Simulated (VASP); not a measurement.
# Zn6InO8 (a cell with a defect) in VASP: relaxation of the atoms with PBE+D3(BJ)

Aim: the relaxation of the atoms of Zn6InO8 (a cell with a defect) with PBE+D3(BJ).

All numbers are computed with VASP 6.6.1; they aren't measurements. Logs are shortened: lines on timing, memory, paths and dates and some standing lists are left out, and cuts for length are marked.

### Step 1. The cell of the first run

The cell holds a defect, 15 atoms: a = 6.702 Å, b = 5.804 Å, c = 5.226 Å, α = 90.00°, β = 90.00°, γ = 90.00°.

### Step 2. Relaxation of the atoms, PBE+D3(BJ)

File INCAR:

```
  PREC = Accurate
  ENCUT = 520
  EDIFF = 1E-7
  ISMEAR = 0
  SIGMA = 0.02
  LREAL = Auto
  LASPH = T
  NELM = 60
  ALGO = Normal
  ISIF = 2
  LWAVE = F
  LCHARG = F
  GGA = PE
  IVDW = 12
  IBRION = 2
  NSW = 80
  EDIFFG = -0.03
  NELECT = 134.0
```

File KPOINTS:

```
Automatic mesh
0
Gamma
  2 2 2
```

File POSCAR:

```
Zn6InO8
1.0
   -3.3510000000     -5.8041020000      0.0000000000
    5.0265000000     -2.9020510000      0.0000000000
    0.0000000000      0.0000000000      5.2260000000
Zn O In
6 8 1
Direct
    0.5010176000      0.3304859000     -0.0019494000
    0.4978766000      0.6654051000      0.5057552000
    0.2464868000      0.8328782000      0.0115562000
   -0.0008400000      0.6683371000      0.5013539000
    0.7463290000      0.8337437000     -0.0027580000
    0.7393546000      0.1620259000      0.4980311000
    0.4967383000      0.3292678000      0.3665071000
    0.4995213000      0.6709834000      0.8684441000
    0.2450391000      0.8274779000      0.3710001000
    0.2430836000      0.1655867000      0.8831309000
   -0.0063001000      0.3437389000      0.3751406000
   -0.0044672000      0.6649069000      0.8740876000
    0.7518048000      0.8378379000      0.3855381000
    0.7533537000      0.1674344000      0.8762645000
   -0.0055156000      0.3311184000     -0.0063056000
```

Potentials or basis: VASP PAW PBE potentials, release 64 (Zn, O, In_d).

On the command line:

```console
cat potpaw_PBE.64/Zn/POTCAR potpaw_PBE.64/O/POTCAR potpaw_PBE.64/In_d/POTCAR > POTCAR
mpirun -np 1 vasp_std > vasp.out
```

OUTCAR:

```text
PREC = Accurate
   ENCUT = 520
   EDIFF = 1E-7
   ISMEAR = 0
   LREAL = Auto
   LASPH = T
   NELM = 60
   ISIF = 2
   GGA = PE
   IVDW = 12
   IBRION = 2
   NSW = 80
   EDIFFG = -0.03
   NELECT = 134.0
 IVDW          = 12

 ion  position               nearest neighbor table
   1  0.501  0.330  0.998-   7 1.93  14 2.04  10 2.07   8 2.09  15 3.31  15 3.39
   2  0.498  0.665  0.506-   8 1.90   9 2.06  13 2.07   7 2.08
   3  0.246  0.833  0.012-   9 1.88  10 2.04  12 2.07   8 2.08  15 3.35  15 3.37
   4  0.999  0.668  0.501-  12 1.95  11 2.00   9 2.01  13 2.02  15 3.23  15 3.30
   5  0.746  0.834  0.997-   8 2.02  13 2.03  14 2.04  12 2.04  15 3.33  15 3.36
   6  0.739  0.162  0.498-  13 1.97  14 1.98   7 2.01  11 2.10  15 3.26  15 3.29
   7  0.497  0.329  0.367-   1 1.93   6 2.01   2 2.08
   8  0.500  0.671  0.868-   2 1.90   5 2.02   3 2.08   1 2.09
   9  0.245  0.827  0.371-   3 1.88   4 2.01   2 2.06
  10  0.243  0.166  0.883-  15 2.01   3 2.04   1 2.07
  11  0.994  0.344  0.375-  15 1.99   4 2.00   6 2.10
  12  0.996  0.665  0.874-   4 1.95  15 2.04   5 2.04   3 2.07
  13  0.752  0.838  0.386-   6 1.97   4 2.02   5 2.03   2 2.07
  14  0.753  0.167  0.876-  15 1.97   6 1.98   5 2.04   1 2.04
  15  0.994  0.331  0.994-  14 1.97  11 1.99  10 2.01  12 2.04   4 3.23   6 3.26   6 3.29   4 3.30
                             1 3.31   5 3.33   3 3.35   5 3.36   3 3.37   1 3.39

  LATTYP: Found a simple orthorhombic cell.
 ALAT       =     5.2260000000
 B/A-ratio  =     1.1106203965
 C/A-ratio  =     1.2824339415

  Lattice vectors:

 A1 = (   0.0000000000,   0.0000000000,  -5.2260000000)
 A2 = (   5.0265000000,  -2.9020510000,   0.0000000000)
 A3 = (  -3.3510000000,  -5.8041020000,   0.0000000000)

Analysis of symmetry for initial positions (statically):
=====================================================================
 Subroutine PRICEL returns:
 Original cell was already a primitive cell.

 Routine SETGRP: Setting up the symmetry group for a
 simple orthorhombic supercell.

 Subroutine GETGRP returns: Found  1 space group operations
 (whereof  1 operations were pure point group operations)
 out of a pool of  8 trial point group operations.

The static configuration has the point symmetry C_1 .

Analysis of symmetry for dynamics (positions and initial velocities):
=====================================================================
 Subroutine PRICEL returns:
 Original cell was already a primitive cell.

 Routine SETGRP: Setting up the symmetry group for a
 simple orthorhombic supercell.

 Subroutine GETGRP returns: Found  1 space group operations
 (whereof  1 operations were pure point group operations)
 out of a pool of  8 trial point group operations.

The dynamic configuration has the point symmetry C_1 .

 Subroutine INISYM returns: Found  1 space group operations
 (whereof  1 operations are pure point group operations),
 and found     1 'primitive' translations

----------------------------------------------------------------------------------------

                                     Primitive cell

  volume of cell :     203.2867

  direct lattice vectors                    reciprocal lattice vectors
    -3.351000000 -5.804102000  0.000000000    -0.074604596 -0.129218956  0.000000000
     5.026500000 -2.902051000  0.000000000     0.149209191 -0.086145971  0.000000000
     0.000000000  0.000000000  5.226000000     0.000000000  0.000000000  0.191350938

  length of vectors
     6.701999778  5.804102192  5.226000000     0.149209196  0.172291935  0.191350938

  position of ions in fractional coordinates (direct lattice)
     0.501017600  0.330485900  0.998050600
     0.497876600  0.665405100  0.505755200
     0.246486800  0.832878200  0.011556200
     0.999160000  0.668337100  0.501353900
     0.746329000  0.833743700  0.997242000
     0.739354600  0.162025900  0.498031100
     0.496738300  0.329267800  0.366507100
     0.499521300  0.670983400  0.868444100
     0.245039100  0.827477900  0.371000100
     0.243083600  0.165586700  0.883130900
     0.993699900  0.343738900  0.375140600
     0.995532800  0.664906900  0.874087600
     0.751804800  0.837837900  0.385538100
     0.753353700  0.167434400  0.876264500
     0.994484400  0.331118400  0.993694400

  ion indices of the primitive-cell ions
   primitive index   ion index
                 1           1
                 2           2
                 3           3
                 4           4
                 5           5
                 6           6
                 7           7
                 8           8
                 9           9
                10          10
                11          11
                12          12
                13          13
                14          14
                15          15

----------------------------------------------------------------------------------------

 KPOINTS: Automatic mesh

Automatic generation of k-mesh.
 Grid dimensions read from file:
 generate k-points for:    2    2    2

 Generating k-lattice:

  Cartesian coordinates                     Fractional coordinates (reciprocal lattice)
    -0.037302298 -0.064609478  0.000000000     0.500000000  0.000000000  0.000000000
     0.074604596 -0.043072985  0.000000000    -0.000000000  0.500000000  0.000000000
     0.000000000  0.000000000  0.095675469     0.000000000  0.000000000  0.500000000

  Length of vectors
     0.074604598  0.086145968  0.095675469

  Shift w.r.t. Gamma in fractional coordinates (k-lattice)
     0.000000000  0.000000000  0.000000000

 Subroutine IBZKPT returns following result:
 ===========================================

 Found      8 irreducible k-points:

 Following reciprocal coordinates:
            Coordinates               Weight
  0.000000  0.000000  0.000000      1.000000
  0.500000  0.000000  0.000000      1.000000
 -0.000000  0.500000  0.000000      1.000000
  0.500000  0.500000  0.000000      1.000000
  0.000000  0.000000  0.500000      1.000000
  0.500000  0.000000  0.500000      1.000000
 -0.000000  0.500000  0.500000      1.000000
  0.500000  0.500000  0.500000      1.000000
   k-points           NKPTS =      8   k-points in BZ     NKDIM =      8   number of bands    NBANDS=     80
   number of dos      NEDOS =    301   number of ions     NIONS =     15
   total plane-waves  NPLWV =  96000
   dimension x,y,z NGX =    50 NGY =   48 NGZ =   40
   dimension x,y,z NGXF=   100 NGYF=   96 NGZF=   80
   ions per type =               6   8   1
   NGX,Y,Z   is equivalent  to a cutoff of  12.40, 13.75, 12.72 a.u.
   NGXF,Y,Z  is equivalent  to a cutoff of  24.81, 27.50, 25.45 a.u.
 SYSTEM =  unknown system
   PREC   = accura    normal or accurate (medium, high low for compatibility)
   ISTART =      0    job   : 0-new  1-cont  2-samecut
   ICHARG =      2    charge: 1-file 2-atom 10-const
   ISPIN  =      1    spin polarized calculation?
   LNONCOLLINEAR =      F non collinear calculations
   LSORBIT =      F    spin-orbit coupling
   LASPH  =      T    aspherical Exc in radial PAW
   ENCUT  =  520.0 eV  38.22 Ry    6.18 a.u.  12.46 10.79  9.72*2*pi/ulx,y,z
   NELM   =     60;   NELMIN=  2; NELMDL= -5     # of ELM steps
   EDIFF  = 0.1E-06   stopping-criterion for ELM
   LREAL  =      T    real-space projection
   EDIFFG = -.3E-01   stopping-criterion for IOM
   NSW    =     80    number of steps for IOM
   IBRION =      2    ionic relax: 0-MD 1-quasi-New 2-CG
   NFREE  =      1    steps in history (QN), initial steepest desc. (CG)
   ISIF   =      2    stress and relaxation
   ISYM   =      2    0-nonsym 1-usesym 2-fastsym
   POTIM  = 0.5000    time-step for ionic-motion
   TEBEG  =    0.0;   TEEND  =   0.0 temperature during run
   PSTRESS=    0.0 pullay stress
   NELECT =     134.0000    total number of electrons
   NUPDOWN=      -1.0000    fix difference up-down
   EMIN   =  10.00;   EMAX   =-10.00  energy-range for DOS
   EFERMI =   0.00;   METHOD = LEGACY
   ISMEAR =     0;   SIGMA  =   0.02  broadening in eV -4-tet -1-fermi 0-gaus
   EFERMI_NEDOS =   21; number of points for ismear=-14 and -15
   IALGO  =     38    algorithm
   IMIX   =      4    mixing-type and parameters
     AMIX     =   0.40;   BMIX     =  1.00
     AMIX_MAG =   1.60;   BMIX_MAG =  1.00
  volume/ion in A,a.u.               =      13.55        91.46
  Fermi-wavevector in a.u.,A,eV,Ry     =   1.424755  2.692396 27.618825  2.029926
  Thomas-Fermi vector in A             =   2.545212
   LORBIT       =      0    0 simple, 1 ext, 2 COOP (PROOUT), +10 PAW based schemes
   GGA     = PE    functional components
   LHFCALC =     F    Hartree Fock is set to
   AEXX    =    0.0000 exact exchange contribution
   IVDW    =    12    specifies the selected vdW correction
   LEPSILON=     F    determine dielectric tensor
   LRPA    =     F    only Hartree local field effects (RPA)
 conjugate gradient relaxation of ions
 non-spin polarized calculation
 Gauss-broadening in eV      SIGMA  =   0.02
  energy-cutoff  :      520.00
  volume of cell :      203.29
 maximum number of plane-waves:      5492
 NGX is ok and might be reduce to    50
   NGX = 25   NGY = 21   NGZ = 19

--------------------------------------- Ionic step        1  -------------------------------------------

 number of electron     134.0000004 magnetization

 Free energy of the ion-electron system (eV)
  ---------------------------------------------------
  ext. energy  EPLUGINS =         0.00000000
  ---------------------------------------------------
  free energy    TOTEN  =       -65.69029605 eV

  energy without entropy =      -65.69029605  energy(sigma->0) =      -65.69029605

------------------------ aborting loop because EDIFF is reached ----------------------------------------

 Edisp (eV)   -2.87049

 E8    (eV) :    -1.1005

  FORCE on cell =-STRESS in cart. coord.  units (eV):
  Direction    XX          YY          ZZ          XY          YZ          ZX
  --------------------------------------------------------------------------------------
  -------------------------------------------------------------------------------------
  Total       2.63797     3.56163    12.02241    -0.60135    -0.56582     0.23267
  in kB      20.79079    28.07055    94.75304    -4.73947    -4.45944     1.83374
  external pressure =       47.87 kB  Pullay stress =        0.00 kB
[... 136 lines left out ...]
  FREE ENERGIE OF THE ION-ELECTRON SYSTEM (eV)
  ---------------------------------------------------
  free  energy   TOTEN  =       -69.3952955505 eV

  energy  without entropy=      -69.3952955505  energy(sigma->0) =      -69.39529555

[... ionic steps 4 to 17 ...]

--------------------------------------- Ionic step       18  -------------------------------------------

 number of electron     134.0000016 magnetization

------------------------ aborting loop because EDIFF is reached ----------------------------------------

 Edisp (eV)   -2.87091

 E8    (eV) :    -1.1008
[... 95 lines left out ...]
  energy  without entropy=      -69.5641309775  energy(sigma->0) =      -69.56413098

--------------------------------------- Ionic step       20  -------------------------------------------

 number of electron     134.0000021 magnetization

 Free energy of the ion-electron system (eV)
  ---------------------------------------------------
  ext. energy  EPLUGINS =         0.00000000
  ---------------------------------------------------
  free energy    TOTEN  =       -66.69352021 eV

  energy without entropy =      -66.69352021  energy(sigma->0) =      -66.69352021

 E-fermi :   1.5182     XC(G=0): -10.2579

 val. band max:        1.3876822615   @ k =   0.0000   0.0000   0.0000
 cond. band min:       1.7872379565   @ k =   0.0000   0.0000   0.0000
 fundamental gap:      0.3995556950
 Fermi energy:         1.5181886635

 k-point     1 :       0.0000    0.0000    0.0000
  band No.  band energies     occupation
      1     -16.8751      2.00000
      2     -16.6007      2.00000
      3     -16.2931      2.00000
      4     -16.1410      2.00000
      5     -16.0621      2.00000
      6     -15.8083      2.00000
[... 645 lines left out ...]
     78       9.3489      0.00000
     79       9.6629      0.00000
 [bands above 79 left out]

------------------------ aborting loop because EDIFF is reached ----------------------------------------

 Edisp (eV)   -2.87092

 E8    (eV) :    -1.1008

  FORCE on cell =-STRESS in cart. coord.  units (eV):
  Direction    XX          YY          ZZ          XY          YZ          ZX
  --------------------------------------------------------------------------------------
  -------------------------------------------------------------------------------------
  Total       5.69817     5.20663     6.78149     0.21756     0.08220     0.08640
  in kB      44.90937    41.03542    53.44741     1.71465     0.64783     0.68099
  external pressure =       46.46 kB  Pullay stress =        0.00 kB
[... 30 lines left out ...]
  FREE ENERGIE OF THE ION-ELECTRON SYSTEM (eV)
  ---------------------------------------------------
  free  energy   TOTEN  =       -69.5644414460 eV

  energy  without entropy=      -69.5644414460  energy(sigma->0) =      -69.56444145

 reached required accuracy - stopping structural energy minimisation
```

Wall time 54 min (1 thread of Intel Xeon Platinum 8259CL at 2.50GHz (Skylake/Cascade Lake), shared host); peak memory 0.37 GiB.

Results:

| Property | Result |
| --- | --- |
| Free energy | -69.5644 eV |
| Energy gained by relaxing | 66.9 meV/atom |
| Ionic steps | 20 |
| Largest force after relaxing | 0.020 eV/Å |
| Dispersion energy per atom | -0.191 eV |

Forces on the atoms (eV/Å):
```
Zn  -0.003 -0.004 -0.001
Zn  -0.008  0.005  0.002
Zn   0.003 -0.008 -0.005
Zn   0.002  0.005  0.005
Zn   0.009  0.001 -0.007
Zn  -0.003  0.010  0.003
O    0.006 -0.001  0.010
O    0.000 -0.001 -0.003
O    0.015  0.003  0.005
O   -0.011 -0.003 -0.007
O   -0.003 -0.002 -0.001
O    0.008  0.002  0.003
O   -0.003  0.006 -0.002
O    0.003  0.002 -0.002
In  -0.015 -0.013  0.002
```

Step by step:
| step | energy change (eV) | largest force (eV/Å) | pressure (GPa) |
| --- | --- | --- | --- |
| 1 | 0.0000 | 2.3242 | 4.79 |
| 2 | -0.8304 | 0.7853 | 3.59 |
| 3 | -0.8345 | 0.8813 | 3.61 |
| 4 | -0.9329 | 0.3710 | 3.72 |
| 5 | -0.9354 | 0.5415 | 3.78 |
| 6 | -0.9717 | 0.2032 | 4.06 |
| 7 | -0.9737 | 0.2691 | 4.15 |
| 8 | -0.9872 | 0.1338 | 4.27 |
| 9 | -0.9898 | 0.1491 | 4.37 |
| 10 | -0.9956 | 0.1017 | 4.45 |
| 11 | -0.9968 | 0.1424 | 4.51 |
| 12 | -0.9999 | 0.1019 | 4.63 |
| 13 | -0.9999 | 0.1085 | 4.64 |
| 14 | -1.0013 | 0.0557 | 4.68 |
| 15 | -1.0013 | 0.0715 | 4.69 |
| 16 | -1.0022 | 0.0385 | 4.69 |
| 17 | -1.0024 | 0.0558 | 4.68 |
| 18 | -1.0031 | 0.0412 | 4.68 |
| 19 | -1.0033 | 0.0330 | 4.67 |
| 20 | -1.0037 | 0.0200 | 4.65 |

Final structure:
```
CELL_PARAMETERS angstrom
-3.35100 -5.80410 0.00000
5.02650 -2.90205 0.00000
0.00000 0.00000 5.22600
ATOMIC_POSITIONS crystal
Zn 0.49509 0.33261 0.00146
Zn 0.48994 0.66232 0.48713
Zn 0.25850 0.83934 0.99870
Zn 0.99706 0.67835 0.48846
Zn 0.74052 0.82726 0.00103
Zn 0.73212 0.16881 0.49158
O 0.51503 0.34926 0.36749
O 0.50138 0.66421 0.87315
O 0.24497 0.79821 0.36414
O 0.26086 0.15965 0.88818
O 0.97080 0.34952 0.39701
O 0.99567 0.67587 0.87873
O 0.74419 0.84077 0.38142
O 0.74703 0.15724 0.88010
In 0.01033 0.32779 0.00720
```

Levels at points of the mesh, in eV from the Fermi level:
```csv
k point,band 65,band 66,band 67,band 68,band 69,band 70
"(0.00, 0.00, 0.00)",-0.42,-0.21,-0.13,0.27,4.07,4.84
"(0.50, 0.00, 0.00)",-0.62,-0.50,-0.31,1.92,2.56,5.24
"(0.00, 0.50, 0.00)",-0.80,-0.60,-0.27,2.31,2.68,4.71
"(0.50, 0.50, 0.00)",-0.82,-0.66,-0.30,2.82,3.59,3.87
"(0.00, 0.00, 0.50)",-0.98,-0.31,-0.21,2.27,3.52,4.68
"(0.50, 0.00, 0.50)",-0.84,-0.51,-0.41,3.03,3.82,4.22
"(0.00, 0.50, 0.50)",-0.99,-0.64,-0.37,3.22,3.83,4.46
"(0.50, 0.50, 0.50)",-0.90,-0.60,-0.45,3.55,4.33,4.65
```

Caveat: the k points lie up to 0.60 Å⁻¹ apart; the cell carries a net charge on a neutralising background, which shifts energy and pressure; the cell is charged against a uniform background, so pressure and absolute levels hang on convention; spin-orbit coupling is left out, which moves the levels of the heavy elements.
